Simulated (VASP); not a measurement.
A run of VASP 6.6.1:

File INCAR:

```
ALGO = Normal
EDIFF = 1E-7
EDIFFG = -0.01
ENCUT = 500
GGA = PE
GGA_COMPAT = False
IBRION = 2
ISIF = 4
ISMEAR = 0
LASPH = True
LCHARG = False
LREAL = False
LWAVE = False
NELM = 120
NELMIN = 4
NSW = 50
PREC = Accurate
SIGMA = 0.1
```

KPOINTS

```
k-points
0
Gamma
  21 21 18
```

The input POSCAR:

```
HfB2
1.0
    3.2312716002      0.0000000000      0.0000000000
   -1.6156358001      2.7983632923      0.0000000000
    0.0000000000      0.0000000000      3.6009171794
Hf B
1 2
Direct
    0.0000000000      0.0000000000      0.0000000000
    0.3333333333      0.6666666667      0.5000000000
    0.6666666667      0.3333333333      0.5000000000
```

Potentials or basis: VASP PAW PBE potentials, release 64 (Hf_pv, B).

Command:

```bash
$ cat potpaw_PBE.64/Hf_pv/POTCAR potpaw_PBE.64/B/POTCAR > POTCAR
$ mpirun -np 1 vasp_std > vasp.out
```

Hardware: 1 thread of Oxide Virtual Turin-like Processor (shared host).

**Question.** Estimate the wall time of this run.

**Answer.** It took 3.8 min on 1 thread of Oxide Virtual Turin-like Processor, with other jobs on the host, peak memory 0.27 GiB. Counts: scf iterations 19, k points 480, ion steps 2.
